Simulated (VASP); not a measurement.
# Sn (Fd-3m) in VASP: a series of runs

Runs on Sn. Level: PBEsol. Tasks: single point.

Everything below comes from runs of VASP 6.6.1. Logs are shortened: lines on timing, memory, paths and dates and some standing lists are left out, and cuts for length are marked.

### 1 The cell of the first run

The structure is cubic, space group Fd-3m (No. 227). Conventional cell: a = 6.491 Å, b = 6.491 Å, c = 6.491 Å, α = 90.00°, β = 90.00°, γ = 90.00°. Within 3.7 Å of Sn (site symmetry -43m) lie 4 Sn at 2.81 Å.

This isn't the form of Sn at room conditions, which is tetragonal (white tin).

### 2 Single point, PBEsol

Contents of INCAR:

```
SYSTEM = Sn
ALGO     = Fast           ! electronic algorithm
EDIFF    = 1E-6           ! SCF threshold, eV
ENCUT    = 520            ! plane-wave cutoff, eV
GGA      = PS             ! functional
ISIF     = 2              ! what is computed and relaxed
ISMEAR   = 0              ! smearing method
LASPH    = .True.         ! aspherical terms in the spheres
LCHARG   = .True.         ! write CHGCAR
LELF     = .True.         ! ELF
LREAL    = .False.        ! projectors in reciprocal space
LVHAR    = .True.       
LWAVE    = .False.        ! write WAVECAR
NBANDS   = 21             ! bands
NELM     = 100            ! most SCF steps
PREC     = Accurate       ! precision mode
SIGMA    = 0.15           ! smearing width, eV
```

Contents of KPOINTS:

```
k-points
0
Gamma
  14 14 14
  0 0 0
```

Contents of POSCAR:

```
Sn
1.0
    0.0000000000      3.2456000000      3.2456000000
    3.2456000000      0.0000000000      3.2456000000
    3.2456000000      3.2456000000      0.0000000000
Sn
2
Direct
    0.5000000000      0.5000000000      0.5000000000
    0.7500000000      0.7500000000      0.7500000000
```

Potentials or basis: VASP PAW PBE potentials, release 64 (Sn_d).

Started as:

```bash
$ cat potpaw_PBE.64/Sn_d/POTCAR > POTCAR
$ mpirun -np 1 vasp_std > vasp.out
```

OUTCAR:

```text
SYSTEM = Sn
   EDIFF = 1E-6
   ENCUT = 520
   GGA = PS
   ISIF = 2
   ISMEAR = 0
   LASPH = .True.
   LREAL = .False.
   NELM = 100
   PREC = Accurate

 ion  position               nearest neighbor table
   1  0.500  0.500  0.500-   2 2.81   2 2.81   2 2.81   2 2.81
   2  0.750  0.750  0.750-   1 2.81   1 2.81   1 2.81   1 2.81

  LATTYP: Found a face centered cubic cell.
 ALAT       =     6.4912000000

  Lattice vectors:

 A1 = (   0.0000000000,   3.2456000000,   3.2456000000)
 A2 = (   3.2456000000,   0.0000000000,   3.2456000000)
 A3 = (   3.2456000000,   3.2456000000,   0.0000000000)

Analysis of symmetry for initial positions (statically):
=====================================================================
 Subroutine PRICEL returns:
 Original cell was already a primitive cell.

 Routine SETGRP: Setting up the symmetry group for a
 face centered cubic supercell.

 Subroutine GETGRP returns: Found 48 space group operations
 (whereof 24 operations were pure point group operations)
 out of a pool of 48 trial point group operations.

The static configuration has the point symmetry T_d .
 The point group associated with its full space group is O_h .

Analysis of symmetry for dynamics (positions and initial velocities):
=====================================================================
 Subroutine PRICEL returns:
 Original cell was already a primitive cell.

 Routine SETGRP: Setting up the symmetry group for a
 face centered cubic supercell.

 Subroutine GETGRP returns: Found 48 space group operations
 (whereof 24 operations were pure point group operations)
 out of a pool of 48 trial point group operations.

The dynamic configuration has the point symmetry T_d .
 The point group associated with its full space group is O_h .

 Subroutine INISYM returns: Found 48 space group operations
 (whereof 24 operations are pure point group operations),
 and found     1 'primitive' translations

----------------------------------------------------------------------------------------

                                     Primitive cell

  volume of cell :      68.3778

  direct lattice vectors                    reciprocal lattice vectors
     0.000000000  3.245600000  3.245600000    -0.154054720  0.154054720  0.154054720
     3.245600000  0.000000000  3.245600000     0.154054720 -0.154054720  0.154054720
     3.245600000  3.245600000  0.000000000     0.154054720  0.154054720 -0.154054720

  length of vectors
     4.589971538  4.589971538  4.589971538     0.266830603  0.266830603  0.266830603

  position of ions in fractional coordinates (direct lattice)
     0.500000000  0.500000000  0.500000000
     0.750000000  0.750000000  0.750000000

  ion indices of the primitive-cell ions
   primitive index   ion index
                 1           1
                 2           2

----------------------------------------------------------------------------------------

 KPOINTS: k-points

Automatic generation of k-mesh.
 Grid dimensions read from file:
 generate k-points for:   14   14   14

 Generating k-lattice:

  Cartesian coordinates                     Fractional coordinates (reciprocal lattice)
    -0.011003909  0.011003909  0.011003909     0.071428571  0.000000000  0.000000000
     0.011003909 -0.011003909  0.011003909     0.000000000  0.071428571  0.000000000
     0.011003909  0.011003909 -0.011003909     0.000000000  0.000000000  0.071428571

  Length of vectors
     0.019059329  0.019059329  0.019059329

  Shift w.r.t. Gamma in fractional coordinates (k-lattice)
     0.000000000  0.000000000  0.000000000

 Subroutine IBZKPT returns following result:
 ===========================================

 Found    104 irreducible k-points:

 Following reciprocal coordinates:
            Coordinates               Weight
  0.000000  0.000000  0.000000      1.000000
  0.071429  0.000000  0.000000      8.000000
  0.142857  0.000000  0.000000      8.000000
  0.214286  0.000000  0.000000      8.000000
  0.285714  0.000000  0.000000      8.000000
  0.357143  0.000000  0.000000      8.000000
[... 16 lines left out ...]
  0.214286  0.142857  0.000000     24.000000
  0.285714  0.142857  0.000000     24.000000
 [... further k-points ...]
   k-points           NKPTS =    104   k-points in BZ     NKDIM =    104   number of bands    NBANDS=     21
   number of dos      NEDOS =    301   number of ions     NIONS =      2
   total plane-waves  NPLWV =  46656
   dimension x,y,z NGX =    36 NGY =   36 NGZ =   36
   dimension x,y,z NGXF=    72 NGYF=   72 NGZF=   72
   ions per type =               2
   NGX,Y,Z   is equivalent  to a cutoff of  13.04, 13.04, 13.04 a.u.
   NGXF,Y,Z  is equivalent  to a cutoff of  26.08, 26.08, 26.08 a.u.
 SYSTEM =  Sn
   PREC   = accura    normal or accurate (medium, high low for compatibility)
   ISTART =      0    job   : 0-new  1-cont  2-samecut
   ICHARG =      2    charge: 1-file 2-atom 10-const
   ISPIN  =      1    spin polarized calculation?
   LNONCOLLINEAR =      F non collinear calculations
   LSORBIT =      F    spin-orbit coupling
   LASPH  =      T    aspherical Exc in radial PAW
   ENCUT  =  520.0 eV  38.22 Ry    6.18 a.u.   8.53  8.53  8.53*2*pi/ulx,y,z
   NELM   =    100;   NELMIN=  2; NELMDL= -5     # of ELM steps
   EDIFF  = 0.1E-05   stopping-criterion for ELM
   LREAL  =      F    real-space projection
   EDIFFG = 0.1E-04   stopping-criterion for IOM
   NSW    =      0    number of steps for IOM
   IBRION =     -1    ionic relax: 0-MD 1-quasi-New 2-CG
   NFREE  =      0    steps in history (QN), initial steepest desc. (CG)
   ISIF   =      2    stress and relaxation
   ISYM   =      2    0-nonsym 1-usesym 2-fastsym
   POTIM  = 0.5000    time-step for ionic-motion
   TEBEG  =    0.0;   TEEND  =   0.0 temperature during run
   PSTRESS=    0.0 pullay stress
   NELECT =      28.0000    total number of electrons
   NUPDOWN=      -1.0000    fix difference up-down
   EMIN   =  10.00;   EMAX   =-10.00  energy-range for DOS
   EFERMI =   0.00;   METHOD = LEGACY
   ISMEAR =     0;   SIGMA  =   0.15  broadening in eV -4-tet -1-fermi 0-gaus
   EFERMI_NEDOS =   21; number of points for ismear=-14 and -15
   IALGO  =     68    algorithm
   IMIX   =      4    mixing-type and parameters
     AMIX     =   0.40;   BMIX     =  1.00
     AMIX_MAG =   1.60;   BMIX_MAG =  1.00
  volume/ion in A,a.u.               =      34.19       230.72
  Fermi-wavevector in a.u.,A,eV,Ry     =   1.215689  2.297319 20.108049  1.477900
  Thomas-Fermi vector in A             =   2.351068
   LORBIT       =      0    0 simple, 1 ext, 2 COOP (PROOUT), +10 PAW based schemes
   GGA     = PS    functional components
   LHFCALC =     F    Hartree Fock is set to
   AEXX    =    0.0000 exact exchange contribution
   IVDW    =     0    specifies the selected vdW correction
   LEPSILON=     F    determine dielectric tensor
   LRPA    =     F    only Hartree local field effects (RPA)
 non-spin polarized calculation
 RMM-DIIS sequential band-by-band and
 Gauss-broadening in eV      SIGMA  =   0.15
  energy-cutoff  :      520.00
  volume of cell :       68.38
 maximum number of plane-waves:      1868
 NGX is ok and might be reduce to    36
   NGX = 17   NGY = 17   NGZ = 17

 number of electron      28.0000001 magnetization

 Free energy of the ion-electron system (eV)
  ---------------------------------------------------
  ext. energy  EPLUGINS =         0.00000000
  ---------------------------------------------------
  free energy    TOTEN  =        -8.46229344 eV

  energy without entropy =       -8.46072114  energy(sigma->0) =       -8.46150729

 E-fermi :   5.4999     XC(G=0):  -9.0629

 val. band max:        5.4591517831   @ k =   0.0714   0.0000   0.0000
 cond. band min:       5.5450320054   @ k =   0.3571   0.0000   0.0000
 fundamental gap:      0.0858802222
 Fermi energy:         5.4998782715

 k-point     1 :       0.0000    0.0000    0.0000
  band No.  band energies     occupation
      1     -16.1175      2.00000
      2     -16.1175      2.00000
      3     -16.1175      2.00000
      4     -16.0571      2.00000
      5     -16.0571      2.00000
      6     -15.7460      2.00000
[... 13 lines left out ...]
     20      13.4496      0.00000
     21      13.4505      0.00000

 k-point     2 :       0.0714    0.0000    0.0000
  band No.  band energies     occupation
      1     -16.1218      2.00000
      2     -16.1218      2.00000
      3     -16.1162      2.00000
      4     -16.0513      2.00000
      5     -16.0513      2.00000
      6     -15.7572      2.00000
[... 13 lines left out ...]
     20      12.9014      0.00000
     21      12.9014      0.00000

 k-point     3 :       0.1429    0.0000    0.0000
  band No.  band energies     occupation
      1     -16.1307      2.00000
      2     -16.1307      2.00000
      3     -16.1127      2.00000
      4     -16.0383      2.00000
      5     -16.0383      2.00000
      6     -15.7717      2.00000
[... 13 lines left out ...]
     20      12.4480      0.00000
     21      12.4480      0.00000

 k-point     4 :       0.2143    0.0000    0.0000
  band No.  band energies     occupation
      1     -16.1395      2.00000
      2     -16.1395      2.00000
      3     -16.1074      2.00000
      4     -16.0238      2.00000
      5     -16.0238      2.00000
      6     -15.7847      2.00000
[... 13 lines left out ...]
     20      12.2789      0.00000
     21      12.2789      0.00000

 k-point     5 :       0.2857    0.0000    0.0000
  band No.  band energies     occupation
      1     -16.1463      2.00000
      2     -16.1463      2.00000
      3     -16.1014      2.00000
      4     -16.0114      2.00000
      5     -16.0114      2.00000
      6     -15.7949      2.00000
[... 13 lines left out ...]
     20      12.4629      0.00000
     21      12.4629      0.00000

 k-point     6 :       0.3571    0.0000    0.0000
  band No.  band energies     occupation
      1     -16.1507      2.00000
      2     -16.1507      2.00000
      3     -16.0958      2.00000
      4     -16.0026      2.00000
      5     -16.0026      2.00000
      6     -15.8016      2.00000
[... 13 lines left out ...]
     20      12.9839      0.00000
     21      12.9839      0.00000

 k-point     7 :       0.4286    0.0000    0.0000
  band No.  band energies     occupation
      1     -16.1531      2.00000
      2     -16.1531      2.00000
      3     -16.0918      2.00000
      4     -15.9977      2.00000
      5     -15.9977      2.00000
      6     -15.8050      2.00000
[... 13 lines left out ...]
     20      13.7161      0.00000
     21      13.7161      0.00000
[... 291 lines left out ...]
      1     -16.1391      2.00000
      2     -16.1322      2.00000
      3     -16.1106      2.00000
      4     -16.0349      2.00000
      5     -16.0243      2.00000
      6     -15.7893      2.00000
[... 13 lines left out ...]
     20      11.9506      0.00000
     21      12.4490      0.00000

 k-point    21 :      -0.0714    0.0714    0.0000
  band No.  band energies     occupation
      1     -16.1296      2.00000
      2     -16.1236      2.00000
      3     -16.1159      2.00000
      4     -16.0463      2.00000
      5     -16.0399      2.00000
      6     -15.7736      2.00000
[... 13 lines left out ...]
     20      12.3178      0.00000
     21      12.6559      0.00000

 k-point    22 :       0.1429    0.1429    0.0000
  band No.  band energies     occupation
      1     -16.1285      2.00000
      2     -16.1285      2.00000
      3     -16.1259      2.00000
      4     -16.0409      2.00000
      5     -16.0175      2.00000
      6     -15.8095      2.00000
[... 13 lines left out ...]
     20      11.5919      0.00000
     21      13.6756      0.00000

 k-point    23 :       0.2143    0.1429    0.0000
  band No.  band energies     occupation
      1     -16.1402      2.00000
      2     -16.1350      2.00000
      3     -16.1187      2.00000
      4     -16.0302      2.00000
      5     -16.0005      2.00000
      6     -15.8286      2.00000
[... 13 lines left out ...]
     20      12.2179      0.00000
     21      13.4854      0.00000

 k-point    24 :       0.2857    0.1429    0.0000
  band No.  band energies     occupation
      1     -16.1523      2.00000
      2     -16.1423      2.00000
      3     -16.1067      2.00000
      4     -16.0170      2.00000
      5     -15.9851      2.00000
      6     -15.8435      2.00000
[... 13 lines left out ...]
     20      12.7376      0.00000
     21      13.4517      0.00000

 [... further k-points ...]

------------------------ aborting loop because EDIFF is reached ----------------------------------------

  FORCE on cell =-STRESS in cart. coord.  units (eV):
  Direction    XX          YY          ZZ          XY          YZ          ZX
  --------------------------------------------------------------------------------------
  -------------------------------------------------------------------------------------
  Total        0.3663784      0.3663784      0.3663784     -0.0000000     -0.0000000     -0.0000000
  in kB        8.5847064      8.5847064      8.5847064     -0.0000000     -0.0000000     -0.0000000
  external PRESSURE =       8.5847064 kB  Pullay stress =       0.0000000 kB

 VOLUME and BASIS-vectors are now :
 -----------------------------------------------------------------------------
  energy-cutoff  :      520.00
  volume of cell :       68.38
      direct lattice vectors                 reciprocal lattice vectors
     0.000000000  3.245600000  3.245600000    -0.154054720  0.154054720  0.154054720
     3.245600000  0.000000000  3.245600000     0.154054720 -0.154054720  0.154054720
     3.245600000  3.245600000  0.000000000     0.154054720  0.154054720 -0.154054720

 POSITION                                       TOTAL-FORCE (eV/Angst)
 -----------------------------------------------------------------------------------
      3.24560      3.24560      3.24560        -0.000000     -0.000000     -0.000000
      4.86840      4.86840      4.86840         0.000000      0.000000      0.000000
 -----------------------------------------------------------------------------------
    total drift:                                0.000000      0.000000      0.000000

  FREE ENERGIE OF THE ION-ELECTRON SYSTEM (eV)
  ---------------------------------------------------
  free  energy   TOTEN  =        -8.4622934388 eV

  energy  without entropy=       -8.4607211437  energy(sigma->0) =       -8.46150729
```

It took 4.2 min on 1 thread of Intel Xeon 8259CL, shared host; peak memory 0.28 GiB.

Results:

| Quantity | Value |
| --- | --- |
| Free energy | -8.4623 eV |
| Pressure | 0.9 GPa |
| Band gap on the k mesh | zero (bands 14 and 15 overlap by 0.15 eV) |

Caveat: the PAW data sets were made with another functional, which shifts forces and pressure a little; spin-orbit coupling is left out, which moves the levels of the heavy elements.

### 3 Single point, PBEsol

Contents of INCAR:

```
SYSTEM = Sn
PREC = Accurate
ENCUT = 520
EDIFF = 1E-6
ISMEAR = 0
SIGMA = 0.15
LREAL = .FALSE.
LASPH = .TRUE.
NELM = 100
ALGO = Normal
ISIF = 2
LWAVE = .FALSE.
LCHARG = .FALSE.
GGA = PS
NBANDS = 21
```

Contents of KPOINTS:

```
regular mesh
0
G
  12 12 12
  0 0 0
```

POSCAR is that of step 2.

Potentials or basis: VASP PAW PBE potentials, release 64 (Sn_d).

Started as:

```bash
$ cat potpaw_PBE.64/Sn_d/POTCAR > POTCAR
$ mpirun -np 1 vasp_std > vasp.out
```

It took 2.8 min on 1 thread of Intel Xeon 8259CL, shared host; peak memory 0.25 GiB.

It converged, with:

```
Free energy            : -8.4618 eV
Pressure               : 0.9 GPa
Band gap on the k mesh : zero (bands 14 and 15 overlap by 0.15 eV)
```

Levels at points of the mesh, in eV from the Fermi level:
```csv
k point,band 10,band 11,band 12,band 13,band 14,band 15,band 16,band 17,band 18,band 19
"(0.00, 0.00, 0.00)",-21.22,-10.63,-0.70,0.08,0.08,0.08,2.14,2.14,2.14,4.85
"(0.50, 0.00, 0.00)",-21.18,-9.01,-6.32,-1.12,-1.12,-0.07,3.21,3.21,5.52,8.39
"(0.50, 0.50, 0.00)",-21.15,-7.54,-7.54,-2.47,-2.47,0.75,0.75,7.70,7.70,9.22
```

Caveat: the PAW data sets were made with another functional, which shifts forces and pressure a little; spin-orbit coupling is left out, which moves the levels of the heavy elements.
